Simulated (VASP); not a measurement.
# LaB6 (Pm-3m) in VASP: further runs

Runs on LaB6. Level: PBE. Tasks: single point, relaxation of cell and atoms.

Everything below comes from runs of VASP 6.6.1. Logs are shortened: lines on timing, memory, paths and dates and some standing lists are left out, and cuts for length are marked.

### Step 1. The cell of the first run

The structure is cubic, space group Pm-3m (No. 221). Conventional cell: a = 4.155 Å, b = 4.155 Å, c = 4.155 Å, α = 90.00°, β = 90.00°, γ = 90.00°. Within 4.2 Å of La (site symmetry m-3m) lie 24 B at 3.05 Å and 6 La at 4.15 Å. Within 2.2 Å of B (site symmetry 4mm) lie 5 B at 1.66 to 1.76 Å.

### Step 2. Single point, PBE

Contents of INCAR:

```
  ALGO = Normal
  EDIFF = 1E-6
  ENCUT = 520
  GGA = PE
  ISIF = 2
  ISMEAR = 0
  LASPH = T
  LCHARG = F
  LREAL = F
  LWAVE = F
  NBANDS = 24
  NELM = 80
  PREC = Accurate
  SIGMA = 0.0343
```

Contents of KPOINTS:

```
k-points
0
Gamma
  6 6 6
```

Contents of POSCAR:

```
LaB6
1.0
    4.1549573324      0.0000000000      0.0000000000
    0.0000000000      4.1549573324      0.0000000000
    0.0000000000      0.0000000000      4.1549573324
La B
1 6
Direct
    0.0000000000      0.0000000000      0.0000000000
    0.1997065932      0.5000000000      0.5000000000
    0.5000000000      0.1997065932      0.5000000000
    0.8002934068      0.5000000000      0.5000000000
    0.5000000000      0.8002934068      0.5000000000
    0.5000000000      0.5000000000      0.1997065932
    0.5000000000      0.5000000000      0.8002934068
```

Potentials or basis: VASP PAW PBE potentials, release 64 (La, B).

The run is started by

```sh
$ cat potpaw_PBE.64/La/POTCAR potpaw_PBE.64/B/POTCAR > POTCAR
$ mpirun -np 1 vasp_std > vasp.out
```

OUTCAR:

```text
EDIFF = 1E-6
   ENCUT = 520
   GGA = PE
   ISIF = 2
   ISMEAR = 0
   LASPH = T
   LREAL = F
   NELM = 80
   PREC = Accurate

 ion  position               nearest neighbor table
   1  0.000  0.000  0.000-
   2  0.200  0.500  0.500-   4 1.66   3 1.76   5 1.76   6 1.76   7 1.76
   3  0.500  0.200  0.500-   5 1.66   4 1.76   2 1.76   6 1.76   7 1.76
   4  0.800  0.500  0.500-   2 1.66   3 1.76   5 1.76   6 1.76   7 1.76
   5  0.500  0.800  0.500-   3 1.66   2 1.76   4 1.76   6 1.76   7 1.76
   6  0.500  0.500  0.200-   7 1.66   3 1.76   4 1.76   5 1.76   2 1.76
   7  0.500  0.500  0.800-   6 1.66   3 1.76   4 1.76   5 1.76   2 1.76

  LATTYP: Found a simple cubic cell.
 ALAT       =     4.1549573324

  Lattice vectors:

 A1 = (   4.1549573324,   0.0000000000,   0.0000000000)
 A2 = (   0.0000000000,   4.1549573324,   0.0000000000)
 A3 = (   0.0000000000,   0.0000000000,   4.1549573324)

Analysis of symmetry for initial positions (statically):
=====================================================================
 Subroutine PRICEL returns:
 Original cell was already a primitive cell.

 Routine SETGRP: Setting up the symmetry group for a
 simple cubic supercell.

 Subroutine GETGRP returns: Found 48 space group operations
 (whereof 48 operations were pure point group operations)
 out of a pool of 48 trial point group operations.

The static configuration has the point symmetry O_h .

Analysis of symmetry for dynamics (positions and initial velocities):
=====================================================================
 Subroutine PRICEL returns:
 Original cell was already a primitive cell.

 Routine SETGRP: Setting up the symmetry group for a
 simple cubic supercell.

 Subroutine GETGRP returns: Found 48 space group operations
 (whereof 48 operations were pure point group operations)
 out of a pool of 48 trial point group operations.

The dynamic configuration has the point symmetry O_h .

 Subroutine INISYM returns: Found 48 space group operations
 (whereof 48 operations are pure point group operations),
 and found     1 'primitive' translations

----------------------------------------------------------------------------------------

                                     Primitive cell

  volume of cell :      71.7298

  direct lattice vectors                    reciprocal lattice vectors
     4.154957332  0.000000000  0.000000000     0.240676358  0.000000000  0.000000000
     0.000000000  4.154957332  0.000000000     0.000000000  0.240676358  0.000000000
     0.000000000  0.000000000  4.154957332     0.000000000  0.000000000  0.240676358

  length of vectors
     4.154957332  4.154957332  4.154957332     0.240676358  0.240676358  0.240676358

  position of ions in fractional coordinates (direct lattice)
     0.000000000  0.000000000  0.000000000
     0.199706593  0.500000000  0.500000000
     0.500000000  0.199706593  0.500000000
     0.800293407  0.500000000  0.500000000
     0.500000000  0.800293407  0.500000000
     0.500000000  0.500000000  0.199706593
     0.500000000  0.500000000  0.800293407

  ion indices of the primitive-cell ions
   primitive index   ion index
                 1           1
                 2           2
                 3           3
                 4           4
                 5           5
                 6           6
                 7           7

----------------------------------------------------------------------------------------

 KPOINTS: k-points

Automatic generation of k-mesh.
 Grid dimensions read from file:
 generate k-points for:    6    6    6

 Generating k-lattice:

  Cartesian coordinates                     Fractional coordinates (reciprocal lattice)
     0.040112726  0.000000000  0.000000000     0.166666667  0.000000000  0.000000000
     0.000000000  0.040112726  0.000000000     0.000000000  0.166666667  0.000000000
     0.000000000  0.000000000  0.040112726     0.000000000  0.000000000  0.166666667

  Length of vectors
     0.040112726  0.040112726  0.040112726

  Shift w.r.t. Gamma in fractional coordinates (k-lattice)
     0.000000000  0.000000000  0.000000000

 Subroutine IBZKPT returns following result:
 ===========================================

 Found     20 irreducible k-points:

 Following reciprocal coordinates:
            Coordinates               Weight
  0.000000  0.000000  0.000000      1.000000
  0.166667  0.000000  0.000000      6.000000
  0.333333  0.000000  0.000000      6.000000
  0.500000  0.000000  0.000000      3.000000
  0.166667  0.166667  0.000000     12.000000
  0.333333  0.166667  0.000000     24.000000
[... 12 lines left out ...]
  0.500000  0.500000  0.333333      6.000000
  0.500000  0.500000  0.500000      1.000000
   k-points           NKPTS =     20   k-points in BZ     NKDIM =     20   number of bands    NBANDS=     24
   number of dos      NEDOS =    301   number of ions     NIONS =      7
   total plane-waves  NPLWV =  32768
   dimension x,y,z NGX =    32 NGY =   32 NGZ =   32
   dimension x,y,z NGXF=    64 NGYF=   64 NGZF=   64
   ions per type =               1   6
   NGX,Y,Z   is equivalent  to a cutoff of  12.80, 12.80, 12.80 a.u.
   NGXF,Y,Z  is equivalent  to a cutoff of  25.61, 25.61, 25.61 a.u.
 SYSTEM =  unknown system
   PREC   = accura    normal or accurate (medium, high low for compatibility)
   ISTART =      0    job   : 0-new  1-cont  2-samecut
   ICHARG =      2    charge: 1-file 2-atom 10-const
   ISPIN  =      1    spin polarized calculation?
   LNONCOLLINEAR =      F non collinear calculations
   LSORBIT =      F    spin-orbit coupling
   LASPH  =      T    aspherical Exc in radial PAW
   ENCUT  =  520.0 eV  38.22 Ry    6.18 a.u.   7.73  7.73  7.73*2*pi/ulx,y,z
   NELM   =     80;   NELMIN=  2; NELMDL= -5     # of ELM steps
   EDIFF  = 0.1E-05   stopping-criterion for ELM
   LREAL  =      F    real-space projection
   EDIFFG = 0.1E-04   stopping-criterion for IOM
   NSW    =      0    number of steps for IOM
   IBRION =     -1    ionic relax: 0-MD 1-quasi-New 2-CG
   NFREE  =      0    steps in history (QN), initial steepest desc. (CG)
   ISIF   =      2    stress and relaxation
   ISYM   =      2    0-nonsym 1-usesym 2-fastsym
   POTIM  = 0.5000    time-step for ionic-motion
   TEBEG  =    0.0;   TEEND  =   0.0 temperature during run
   PSTRESS=    0.0 pullay stress
   NELECT =      29.0000    total number of electrons
   NUPDOWN=      -1.0000    fix difference up-down
   EMIN   =  10.00;   EMAX   =-10.00  energy-range for DOS
   EFERMI =   0.00;   METHOD = LEGACY
   ISMEAR =     0;   SIGMA  =   0.03  broadening in eV -4-tet -1-fermi 0-gaus
   EFERMI_NEDOS =   21; number of points for ismear=-14 and -15
   IALGO  =     38    algorithm
   IMIX   =      4    mixing-type and parameters
     AMIX     =   0.40;   BMIX     =  1.00
     AMIX_MAG =   1.60;   BMIX_MAG =  1.00
  volume/ion in A,a.u.               =      10.25        69.15
  Fermi-wavevector in a.u.,A,eV,Ry     =   1.210526  2.287563 19.937626  1.465374
  Thomas-Fermi vector in A             =   2.346070
   LORBIT       =      0    0 simple, 1 ext, 2 COOP (PROOUT), +10 PAW based schemes
   GGA     = PE    functional components
   LHFCALC =     F    Hartree Fock is set to
   AEXX    =    0.0000 exact exchange contribution
   IVDW    =     0    specifies the selected vdW correction
   LEPSILON=     F    determine dielectric tensor
   LRPA    =     F    only Hartree local field effects (RPA)
 non-spin polarized calculation
 Gauss-broadening in eV      SIGMA  =   0.03
  energy-cutoff  :      520.00
  volume of cell :       71.73
 maximum number of plane-waves:      1956
 NGX is ok and might be reduce to    32
   NGX = 15   NGY = 15   NGZ = 15

 number of electron      29.0000003 magnetization

 Free energy of the ion-electron system (eV)
  ---------------------------------------------------
  ext. energy  EPLUGINS =         0.00000000
  ---------------------------------------------------
  free energy    TOTEN  =       -49.04068859 eV

  energy without entropy =      -49.03976149  energy(sigma->0) =      -49.04022504

 E-fermi :   8.5936     XC(G=0): -11.2577

 val. band max:        8.5777844331   @ k =   0.5000   0.3333   0.0000
 cond. band min:       8.6523670077   @ k =   0.1667   0.1667   0.0000
 fundamental gap:      0.0745825747
 Fermi energy:         8.5935641822

 k-point     1 :       0.0000    0.0000    0.0000
  band No.  band energies     occupation
      1     -24.4935      2.00000
      2      -8.2228      2.00000
      3      -8.2228      2.00000
      4      -8.2228      2.00000
      5      -6.9535      2.00000
      6       0.6702      2.00000
[... 16 lines left out ...]
     23      10.5844      0.00000
     24      11.7177      0.00000

 k-point     2 :       0.1667    0.0000    0.0000
  band No.  band energies     occupation
      1     -24.4874      2.00000
      2      -8.4783      2.00000
      3      -8.2028      2.00000
      4      -8.2028      2.00000
      5      -6.6791      2.00000
      6      -0.4888      2.00000
[... 16 lines left out ...]
     23      10.8121      0.00000
     24      11.5653      0.00000

 k-point     3 :       0.3333    0.0000    0.0000
  band No.  band energies     occupation
      1     -24.4752      2.00000
      2      -8.8488      2.00000
      3      -8.1621      2.00000
      4      -8.1621      2.00000
      5      -6.2324      2.00000
      6      -1.5997      2.00000
[... 16 lines left out ...]
     23      10.8253      0.00000
     24      10.8253      0.00000
[... 406 lines left out ...]
 k-point    19 :       0.5000    0.5000    0.3333
  band No.  band energies     occupation
      1     -24.4288      2.00000
      2      -8.5401      2.00000
      3      -8.5401      2.00000
      4      -8.4007      2.00000
      5      -6.1891      2.00000
      6      -1.2928      2.00000
[... 16 lines left out ...]
     23      12.5859      0.00000
     24      12.6640      0.00000

 k-point    20 :       0.5000    0.5000    0.5000
  band No.  band energies     occupation
      1     -24.4231      2.00000
      2      -8.5020      2.00000
      3      -8.5020      2.00000
      4      -8.5020      2.00000
      5      -6.0998      2.00000
      6      -1.4484      2.00000
[... 16 lines left out ...]
     23      13.0540      0.00000
     24      13.0583      0.00000

------------------------ aborting loop because EDIFF is reached ----------------------------------------

  FORCE on cell =-STRESS in cart. coord.  units (eV):
  Direction    XX          YY          ZZ          XY          YZ          ZX
  --------------------------------------------------------------------------------------
  -------------------------------------------------------------------------------------
  Total       -0.0495553     -0.0495553     -0.0495553     -0.0000000     -0.0000000      0.0000000
  in kB       -1.1068822     -1.1068822     -1.1068822     -0.0000000     -0.0000000      0.0000000
  external PRESSURE =      -1.1068822 kB  Pullay stress =       0.0000000 kB

 VOLUME and BASIS-vectors are now :
 -----------------------------------------------------------------------------
  energy-cutoff  :      520.00
  volume of cell :       71.73
      direct lattice vectors                 reciprocal lattice vectors
     4.154957332  0.000000000  0.000000000     0.240676358  0.000000000  0.000000000
     0.000000000  4.154957332  0.000000000     0.000000000  0.240676358  0.000000000
     0.000000000  0.000000000  4.154957332     0.000000000  0.000000000  0.240676358

 POSITION                                       TOTAL-FORCE (eV/Angst)
 -----------------------------------------------------------------------------------
      0.00000      0.00000      0.00000        -0.000000     -0.000000      0.000000
      0.82977      2.07748      2.07748        -0.015026     -0.000000     -0.000000
      2.07748      0.82977      2.07748        -0.000000     -0.015026      0.000000
      3.32518      2.07748      2.07748         0.015026     -0.000000      0.000000
      2.07748      3.32518      2.07748         0.000000      0.015026     -0.000000
      2.07748      2.07748      0.82977        -0.000000     -0.000000     -0.015026
      2.07748      2.07748      3.32518         0.000000     -0.000000      0.015026
 -----------------------------------------------------------------------------------
    total drift:                                0.000000      0.000000     -0.000000

  FREE ENERGIE OF THE ION-ELECTRON SYSTEM (eV)
  ---------------------------------------------------
  free  energy   TOTEN  =       -49.0406885925 eV

  energy  without entropy=      -49.0397614928  energy(sigma->0) =      -49.04022504
```

Run time: 60 s. Hardware: 1 thread of Intel Xeon 8259CL, shared host; peak memory 0.2 GiB.

Results:

| Item | Value |
| --- | --- |
| Free energy | -49.0407 eV |
| Pressure | -0.1 GPa |
| Largest force | 0.015 eV/Å |
| Band gap on the k mesh | zero (an odd number of electrons rules out a gap without spin polarisation) |

Forces in eV/Å, atoms in the order of the input:
```
La   0.000  0.000  0.000
B   -0.015  0.000  0.000
B    0.000 -0.015  0.000
B    0.015  0.000  0.000
B    0.000  0.015  0.000
B    0.000  0.000 -0.015
B    0.000  0.000  0.015
```

Levels at points of the mesh, in eV from the Fermi level:
| k point | band 10 | band 11 | band 12 | band 13 | band 14 | band 15 | band 16 | band 17 | band 18 | band 19 |
| --- | --- | --- | --- | --- | --- | --- | --- | --- | --- | --- |
| (0.00, 0.00, 0.00) | -6.98 | -6.98 | -1.88 | -1.88 | -1.88 | 0.19 | 0.19 | 0.19 | 1.49 | 1.49 |
| (0.50, 0.00, 0.00) | -6.48 | -3.47 | -3.47 | -3.21 | -2.49 | -1.50 | 1.45 | 1.55 | 1.55 | 1.90 |
| (0.50, 0.50, 0.00) | -6.18 | -4.46 | -4.46 | -2.90 | -2.90 | 1.01 | 1.01 | 1.93 | 1.96 | 1.96 |
| (0.50, 0.50, 0.50) | -4.73 | -4.73 | -2.41 | -2.41 | -2.41 | 1.45 | 1.74 | 1.74 | 1.74 | 1.76 |

Caveat: spin-orbit coupling is left out, which moves the levels of the heavy elements.

(Continued in part 2 of 2.)
